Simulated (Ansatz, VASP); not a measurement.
Two plane-wave programs on Cu

Contents of INCAR:

```
PREC     = Accurate       # precision mode
ENCUT    = 520            # plane-wave cutoff, eV
EDIFF    = 1E-6           # SCF threshold, eV
ISMEAR   = 0              # smearing method
SIGMA    = 0.15           # smearing width, eV
LREAL    = F              # projectors in reciprocal space
LASPH    = T              # aspherical terms in the spheres
NELM     = 80             # most SCF steps
ALGO     = Fast           # electronic algorithm
ISIF     = 2              # what is computed and relaxed
LWAVE    = F              # write WAVECAR
LCHARG   = T              # write CHGCAR
GGA      = PS             # functional
LELF     = T              # ELF
LVHAR    = T            
NBANDS   = 12             # bands
```

KPOINTS

```
regular mesh
0
Gamma
  28 28 28
```

File POSCAR:

```
Cu
1.0
    0.0000000000      1.6926017084      1.8262281590
    1.6926017084      0.0000000000      1.8262281590
    1.6926017084      1.6926017084      0.0000000000
Cu
1
Direct
    0.0000000000      0.0000000000      0.0000000000
```

Input for Ansatz:

```yaml
crystal:
  lattice:
    - [0.0, 1.6926017084, 1.826228159]
    - [1.6926017084, 0.0, 1.826228159]
    - [1.6926017084, 1.6926017084, 0.0]
  atoms:
    - { symbol: Cu, position: [0.0, 0.0, 0.0] }
basis:
  ecutwfc: 420
kpoints:
  mp_grid: { grid: [28, 28, 28] }
hamiltonian:
  xc: pbesol
scf:
  occupations: { method: gaussian, width: 0.15 }
output:
  forces: true
  stress: true
  eigenvalues: true
  write_density: true
  write_potential: true
  elf: true
  volumetric_format: npy
```

Change from the starting cell: strain -0.050 along x and y, +0.025 along z, atoms carried along.

Alike in both runs: task single point; functional PBEsol; k mesh 28 × 28 × 28; occupations gaussian, width 0.15 eV; no spin polarisation.

```csv
,VASP,Ansatz
version,VASP 6.6.1,Ansatz 0.2.0
potentials or method,"VASP PAW PBE potentials, release 64 (Cu), cutoff 520 eV","scalar-relativistic, plane waves, PAW"
valence electrons in the cell,11,19
```

|  | VASP | Ansatz | Ansatz less VASP |
| --- | --- | --- | --- |
| gap on the k mesh at the Fermi level (eV) | none | none | - |
| pressure (GPa) | 17.4 | 16.3 | -1.11 |
| traceless stress, the component that is largest in VASP (GPa) | -5.39 | -5.41 | -0.015 |

VASP's potentials were made for PBE, not for PBEsol. A gap of «none» marks a metal or a gap that the smearing closes. VASP's potentials hold 11 valence electrons a cell and Ansatz's 19, so a difference there can come from the potentials and not from the codes.
